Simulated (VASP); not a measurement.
# SiS3 (Pm-3n) in VASP: notebook

SiS3 is run at these levels: PBE; tasks: single point.

Program: VASP 6.6.1. These are calculated values, not measurements. Logs are shortened: lines on timing, memory, paths and dates and some standing lists are left out, and cuts for length are marked.

## (1) The cell of the first run

The structure is cubic, space group Pm-3n (No. 223). Conventional cell: a = 5.037 Å, b = 5.037 Å, c = 5.037 Å, α = 90.00°, β = 90.00°, γ = 90.00°. Si (site symmetry m-3) has 12 S at 2.82 Å within 3.7 Å. S (site symmetry -4m2) has 10 S at 2.52 to 3.08 Å and 4 Si at 2.82 Å within 3.3 Å.

## (2) Single point, PBE

INCAR

```
  PREC = Accurate
  ENCUT = 500
  EDIFF = 1E-6
  ISMEAR = 0
  SIGMA = 0.1
  LREAL = F
  LASPH = T
  NELM = 120
  ALGO = Normal
  ISIF = 2
  LWAVE = F
  LCHARG = F
  GGA = PE
  NBANDS = 32
  GGA_COMPAT = F
```

KPOINTS

```
Automatic mesh
0
Gamma
  4 4 4
```

POSCAR

```
SiS3
1.0
    5.0373884022      0.0000000000      0.0000000000
    0.0000000000      5.0373884022      0.0000000000
    0.0000000000      0.0000000000      5.0373884022
Si S
2 6
Direct
    0.0000000000      0.0000000000      0.0000000000
    0.5000000000      0.5000000000      0.5000000000
    0.0000000000      0.5000000000      0.2500000000
    0.0000000000      0.5000000000      0.7500000000
    0.2500000000      0.0000000000      0.5000000000
    0.7500000000      0.0000000000      0.5000000000
    0.5000000000      0.7500000000      0.0000000000
    0.5000000000      0.2500000000      0.0000000000
```

Potentials or basis: VASP PAW PBE potentials, release 64 (Si, S).

The run is started by

```
$ cat potpaw_PBE.64/Si/POTCAR potpaw_PBE.64/S/POTCAR > POTCAR
$ mpirun -np 1 vasp_std > vasp.out
```

OUTCAR:

```text
PREC = Accurate
   ENCUT = 500
   EDIFF = 1E-6
   ISMEAR = 0
   LREAL = F
   LASPH = T
   NELM = 120
   ISIF = 2
   GGA = PE

 ion  position               nearest neighbor table
   1  0.000  0.000  0.000-   3 2.82   4 2.82   5 2.82   6 2.82   7 2.82   8 2.82   5 2.82   6 2.82
                             3 2.82   4 2.82   7 2.82   8 2.82
   2  0.500  0.500  0.500-   3 2.82   4 2.82   5 2.82   6 2.82   7 2.82   8 2.82   7 2.82   8 2.82
                             5 2.82   6 2.82   3 2.82   4 2.82
   3  0.000  0.500  0.250-   4 2.52   4 2.52   1 2.82   2 2.82   1 2.82   2 2.82
   4  0.000  0.500  0.750-   3 2.52   3 2.52   1 2.82   2 2.82   1 2.82   2 2.82
   5  0.250  0.000  0.500-   6 2.52   6 2.52   1 2.82   1 2.82   2 2.82   2 2.82
   6  0.750  0.000  0.500-   5 2.52   5 2.52   1 2.82   1 2.82   2 2.82   2 2.82
   7  0.500  0.750  0.000-   8 2.52   8 2.52   1 2.82   2 2.82   2 2.82   1 2.82
   8  0.500  0.250  0.000-   7 2.52   7 2.52   1 2.82   2 2.82   2 2.82   1 2.82

  LATTYP: Found a simple cubic cell.
 ALAT       =     5.0373884022

  Lattice vectors:

 A1 = (   5.0373884022,   0.0000000000,   0.0000000000)
 A2 = (   0.0000000000,   5.0373884022,   0.0000000000)
 A3 = (   0.0000000000,   0.0000000000,   5.0373884022)

Analysis of symmetry for initial positions (statically):
=====================================================================
 Subroutine PRICEL returns:
 Original cell was already a primitive cell.

 Routine SETGRP: Setting up the symmetry group for a
 simple cubic supercell.

 Subroutine GETGRP returns: Found 48 space group operations
 (whereof 24 operations were pure point group operations)
 out of a pool of 48 trial point group operations.

The static configuration has the point symmetry T_h .
 The point group associated with its full space group is O_h .

Analysis of symmetry for dynamics (positions and initial velocities):
=====================================================================
 Subroutine PRICEL returns:
 Original cell was already a primitive cell.

 Routine SETGRP: Setting up the symmetry group for a
 simple cubic supercell.

 Subroutine GETGRP returns: Found 48 space group operations
 (whereof 24 operations were pure point group operations)
 out of a pool of 48 trial point group operations.

The dynamic configuration has the point symmetry T_h .
 The point group associated with its full space group is O_h .

 Subroutine INISYM returns: Found 48 space group operations
[... 98 lines left out ...]
   IBRION =     -1    ionic relax: 0-MD 1-quasi-New 2-CG
   NFREE  =      0    steps in history (QN), initial steepest desc. (CG)
   ISIF   =      2    stress and relaxation
   ISYM   =      2    0-nonsym 1-usesym 2-fastsym
   POTIM  = 0.5000    time-step for ionic-motion
   TEBEG  =    0.0;   TEEND  =   0.0 temperature during run
   PSTRESS=    0.0 pullay stress
   NELECT =      44.0000    total number of electrons
   NUPDOWN=      -1.0000    fix difference up-down
   EMIN   =  10.00;   EMAX   =-10.00  energy-range for DOS
   EFERMI =   0.00;   METHOD = LEGACY
   ISMEAR =     0;   SIGMA  =   0.10  broadening in eV -4-tet -1-fermi 0-gaus
   EFERMI_NEDOS =   21; number of points for ismear=-14 and -15
   IALGO  =     38    algorithm
   IMIX   =      4    mixing-type and parameters
     AMIX     =   0.40;   BMIX     =  1.00
     AMIX_MAG =   1.60;   BMIX_MAG =  1.00
  volume/ion in A,a.u.               =      15.98       107.83
  Fermi-wavevector in a.u.,A,eV,Ry     =   1.147326  2.168132 17.910133  1.316358
  Thomas-Fermi vector in A             =   2.284007
   LORBIT       =      0    0 simple, 1 ext, 2 COOP (PROOUT), +10 PAW based schemes
   GGA     = PE    functional components
   LHFCALC =     F    Hartree Fock is set to
   AEXX    =    0.0000 exact exchange contribution
   IVDW    =     0    specifies the selected vdW correction
   LEPSILON=     F    determine dielectric tensor
   LRPA    =     F    only Hartree local field effects (RPA)
 non-spin polarized calculation
 Gauss-broadening in eV      SIGMA  =   0.10
  energy-cutoff  :      500.00
  volume of cell :      127.83
 maximum number of plane-waves:      3294
 NGX is ok and might be reduce to    40
   NGX = 19   NGY = 19   NGZ = 19

 number of electron      43.9999999 magnetization

 Free energy of the ion-electron system (eV)
  ---------------------------------------------------
  ext. energy  EPLUGINS =         0.00000000
  ---------------------------------------------------
  free energy    TOTEN  =       -29.26036399 eV

  energy without entropy =      -29.21636269  energy(sigma->0) =      -29.23836334

 E-fermi :   7.5859     XC(G=0): -11.0091

 val. band max:        7.5855521127   @ k =   0.2500   0.2500   0.2500
 cond. band min:       7.7375333570   @ k =   0.5000   0.5000   0.2500
 fundamental gap:      0.1519812442
 Fermi energy:         7.5858782673

 k-point     1 :       0.0000    0.0000    0.0000
  band No.  band energies     occupation
      1      -8.5498      2.00000
      2      -5.7511      2.00000
      3      -5.7511      2.00000
      4      -3.5026      2.00000
      5      -3.5026      2.00000
      6      -3.5026      2.00000
[... 339 lines left out ...]
     31      10.0284      0.00000
     32      10.0284      0.00000

------------------------ aborting loop because EDIFF is reached ----------------------------------------

  FORCE on cell =-STRESS in cart. coord.  units (eV):
  Direction    XX          YY          ZZ          XY          YZ          ZX
  --------------------------------------------------------------------------------------
  -------------------------------------------------------------------------------------
  Total       -0.3875536     -0.3875536     -0.3875536     -0.0000000     -0.0000000      0.0000000
  in kB       -4.8576476     -4.8576476     -4.8576476     -0.0000000     -0.0000000      0.0000000
  external PRESSURE =      -4.8576476 kB  Pullay stress =       0.0000000 kB

 VOLUME and BASIS-vectors are now :
 -----------------------------------------------------------------------------
  energy-cutoff  :      500.00
  volume of cell :      127.83
      direct lattice vectors                 reciprocal lattice vectors
     5.037388402  0.000000000  0.000000000     0.198515564  0.000000000  0.000000000
     0.000000000  5.037388402  0.000000000     0.000000000  0.198515564  0.000000000
     0.000000000  0.000000000  5.037388402     0.000000000  0.000000000  0.198515564

 POSITION                                       TOTAL-FORCE (eV/Angst)
 -----------------------------------------------------------------------------------
      0.00000      0.00000      0.00000         0.000000      0.000000      0.000000
      2.51869      2.51869      2.51869         0.000000      0.000000      0.000000
      0.00000      2.51869      1.25935         0.000000     -0.000000     -0.000000
      0.00000      2.51869      3.77804        -0.000000      0.000000      0.000000
      1.25935      0.00000      2.51869        -0.000000     -0.000000     -0.000000
      3.77804      0.00000      2.51869         0.000000      0.000000     -0.000000
      2.51869      3.77804      0.00000         0.000000      0.000000      0.000000
      2.51869      1.25935      0.00000         0.000000      0.000000      0.000000
 -----------------------------------------------------------------------------------
    total drift:                                0.000000     -0.000000      0.000000

  FREE ENERGIE OF THE ION-ELECTRON SYSTEM (eV)
  ---------------------------------------------------
  free  energy   TOTEN  =       -29.2603639884 eV

  energy  without entropy=      -29.2163626861  energy(sigma->0) =      -29.23836334
```

OSZICAR:

```text
N       E                     dE             d eps       ncg     rms          rms(c)
DAV:   1     0.181300205841E+03    0.18130E+03   -0.18727E+04   640   0.116E+03
DAV:   2    -0.157882380294E+02   -0.19709E+03   -0.18865E+03   840   0.195E+02
DAV:   3    -0.293431776310E+02   -0.13555E+02   -0.13124E+02   808   0.512E+01
DAV:   4    -0.295751555241E+02   -0.23198E+00   -0.23029E+00   704   0.808E+00
DAV:   5    -0.295793929467E+02   -0.42374E-02   -0.42368E-02   768   0.102E+00    0.184E+01
DAV:   6    -0.292902022800E+02    0.28919E+00   -0.42054E-01   664   0.239E+00    0.112E+01
DAV:   7    -0.292642169784E+02    0.25985E-01   -0.19285E-01   712   0.165E+00    0.128E+00
DAV:   8    -0.292603251567E+02    0.38918E-02   -0.18275E-02   656   0.610E-01    0.231E-01
DAV:   9    -0.292603560754E+02   -0.30919E-04   -0.14356E-03   704   0.175E-01    0.727E-02
DAV:  10    -0.292603610810E+02   -0.50055E-05   -0.49029E-05   688   0.336E-02    0.292E-02
DAV:  11    -0.292603639716E+02   -0.28906E-05   -0.38689E-06   648   0.924E-03    0.690E-03
DAV:  12    -0.292603639884E+02   -0.16811E-07   -0.41657E-07   344   0.332E-03
   1 F= -.29260364E+02 E0= -.29238363E+02  d E =-.440013E-01
```

stdout:

```text
POSCAR found type information on POSCAR SiS
 POSCAR found :  2 types and       8 ions
 scaLAPACK will be used
 LDA part: xc-table for (Slater+PW92), standard interpolation
 POSCAR, INCAR and KPOINTS ok, starting setup
 FFT: planning ... GRIDC
 FFT: planning ... GRID_SOFT
 FFT: planning ... GRID
 WAVECAR not read
 entering main loop
```

Wall time 20 s (1 thread of Intel Xeon 6975P-C (Granite Rapids), shared host); peak memory 0.25 GiB.

What came out:

| Property | Result |
| --- | --- |
| Free energy | -29.2604 eV |
| Pressure | -0.5 GPa |
| Band gap on the k mesh | zero (band 22 reaches 7.95 eV, above the bottom of band 23 at 6.53 eV) |

Levels at points of the mesh, in eV from the Fermi level:
```csv
k point,band 19,band 20,band 21,band 22,band 23,band 24,band 25,band 26
"(0.00, 0.00, 0.00)",-2.68,-2.10,-0.31,-0.31,-0.31,2.95,2.95,2.95
"(0.50, 0.00, 0.00)",-1.72,-1.72,-0.39,-0.39,0.24,0.24,2.72,2.72
"(0.50, 0.50, 0.00)",-1.47,-0.70,0.36,0.36,0.42,0.42,0.66,1.72
"(0.50, 0.50, 0.50)",-1.21,-1.21,-1.05,-1.05,-1.05,-1.05,0.16,0.16
```

## (3) Single point, PBE

This run uses another cell than the first one, of 20.22 Å³/atom, 1.265 times its volume.

INCAR

```
SYSTEM = SiS3
  ALGO = Normal
  EDIFF = 1E-6
  ENCUT = 500
  GGA = PE
  GGA_COMPAT = .False.
  ISIF = 2
  ISMEAR = 0
  LASPH = .True.
  LCHARG = .False.
  LREAL = .False.
  LWAVE = .False.
  NBANDS = 32
  NELM = 120
  PREC = Accurate
  SIGMA = 0.1
```

KPOINTS

```
k-points
0
Gamma
  4 4 4
  0 0 0
```

POSCAR, as its differences from that of step 2:

```diff
@@ -2,5 +2,5 @@
 1.0
-    5.0373884022      0.0000000000      0.0000000000
-    0.0000000000      5.0373884022      0.0000000000
-    0.0000000000      0.0000000000      5.0373884022
+    5.4482516089      0.0000000000      0.0000000000
+    0.0000000000      5.4482516089      0.0000000000
+    0.0000000000      0.0000000000      5.4482516089
 Si S
```

Potentials or basis: VASP PAW PBE potentials, release 64 (Si, S).

The run is started by

```
$ cat potpaw_PBE.64/Si/POTCAR potpaw_PBE.64/S/POTCAR > POTCAR
$ mpirun -np 1 vasp_std > vasp.out
```

OUTCAR:

```text
SYSTEM = SiS3
   EDIFF = 1E-6
   ENCUT = 500
   GGA = PE
   ISIF = 2
   ISMEAR = 0
   LASPH = .True.
   LREAL = .False.
   NELM = 120
   PREC = Accurate

 ion  position               nearest neighbor table
   1  0.000  0.000  0.000-
   2  0.500  0.500  0.500-
   3  0.000  0.500  0.250-   4 2.72   4 2.72
   4  0.000  0.500  0.750-   3 2.72   3 2.72
   5  0.250  0.000  0.500-   6 2.72   6 2.72
   6  0.750  0.000  0.500-   5 2.72   5 2.72
   7  0.500  0.750  0.000-   8 2.72   8 2.72
   8  0.500  0.250  0.000-   7 2.72   7 2.72

[... 546 lines left out ...]
  Total      -10.2268845    -10.2268845    -10.2268845      0.0000000     -0.0000000     -0.0000000
  in kB     -101.3170336   -101.3170336   -101.3170336      0.0000000     -0.0000000     -0.0000000
  external PRESSURE =    -101.3170336 kB  Pullay stress =       0.0000000 kB

 VOLUME and BASIS-vectors are now :
 -----------------------------------------------------------------------------
  energy-cutoff  :      500.00
  volume of cell :      161.72
      direct lattice vectors                 reciprocal lattice vectors
     5.448251609  0.000000000  0.000000000     0.183545121  0.000000000  0.000000000
     0.000000000  5.448251609  0.000000000     0.000000000  0.183545121  0.000000000
     0.000000000  0.000000000  5.448251609     0.000000000  0.000000000  0.183545121

 POSITION                                       TOTAL-FORCE (eV/Angst)
 -----------------------------------------------------------------------------------
      0.00000      0.00000      0.00000        -0.000000     -0.000000     -0.000000
      2.72413      2.72413      2.72413        -0.000000     -0.000000     -0.000000
      0.00000      2.72413      1.36206         0.000000      0.000000      0.000000
      0.00000      2.72413      4.08619        -0.000000     -0.000000     -0.000000
      1.36206      0.00000      2.72413        -0.000000     -0.000000     -0.000000
      4.08619      0.00000      2.72413         0.000000      0.000000      0.000000
      2.72413      4.08619      0.00000         0.000000     -0.000000     -0.000000
      2.72413      1.36206      0.00000         0.000000      0.000000      0.000000
 -----------------------------------------------------------------------------------
    total drift:                                0.000000     -0.000000      0.000000

  FREE ENERGIE OF THE ION-ELECTRON SYSTEM (eV)
  ---------------------------------------------------
  free  energy   TOTEN  =       -27.9432639257 eV

  energy  without entropy=      -27.8807853317  energy(sigma->0) =      -27.91202463
```

OSZICAR:

```text
N       E                     dE             d eps       ncg     rms          rms(c)
DAV:   1     0.179423959721E+03    0.17942E+03   -0.18030E+04   640   0.113E+03
DAV:   2    -0.141085460348E+02   -0.19353E+03   -0.18518E+03   864   0.184E+02
DAV:   3    -0.281954173328E+02   -0.14087E+02   -0.13684E+02   768   0.514E+01
DAV:   4    -0.284426440578E+02   -0.24723E+00   -0.24678E+00   656   0.861E+00
DAV:   5    -0.284476946505E+02   -0.50506E-02   -0.50502E-02   728   0.116E+00    0.111E+01
DAV:   6    -0.279815158641E+02    0.46618E+00   -0.53120E-01   640   0.293E+00    0.683E+00
DAV:   7    -0.279453346910E+02    0.36181E-01   -0.24632E-01   696   0.180E+00    0.168E+00
DAV:   8    -0.279430059099E+02    0.23288E-02   -0.24555E-02   656   0.667E-01    0.239E-01
DAV:   9    -0.279432457352E+02   -0.23983E-03   -0.16272E-03   640   0.205E-01    0.962E-02
DAV:  10    -0.279432549719E+02   -0.92367E-05   -0.12599E-04   672   0.484E-02    0.424E-02
DAV:  11    -0.279432661643E+02   -0.11192E-04   -0.24833E-05   672   0.246E-02    0.110E-02
DAV:  12    -0.279432635527E+02    0.26115E-05   -0.54275E-06   632   0.104E-02    0.358E-03
DAV:  13    -0.279432639257E+02   -0.37297E-06   -0.25282E-07   320   0.253E-03
   1 F= -.27943264E+02 E0= -.27912025E+02  d E =-.624786E-01
```

Wall time 20 s (1 thread of Intel Xeon 6975P-C (Granite Rapids), shared host); peak memory 0.24 GiB.

What came out:

- Free energy: -27.9433 eV
- Pressure: -10.1 GPa
- Band gap on the k mesh: zero (band 22 reaches 4.65 eV, above the bottom of band 23 at 3.95 eV)

Levels at points of the mesh, in eV from the Fermi level:
| k point | band 20 | band 21 | band 22 | band 23 | band 24 | band 25 |
| --- | --- | --- | --- | --- | --- | --- |
| (0.00, 0.00, 0.00) | -1.73 | -0.13 | -0.13 | -0.13 | 2.49 | 2.49 |
| (0.50, 0.00, 0.00) | -1.04 | -0.46 | -0.46 | 0.22 | 0.22 | 2.32 |
| (0.50, 0.50, 0.00) | -0.43 | 0.08 | 0.08 | 0.29 | 0.29 | 0.50 |
| (0.50, 0.50, 0.50) | -0.72 | -0.62 | -0.62 | -0.62 | -0.62 | -0.46 |
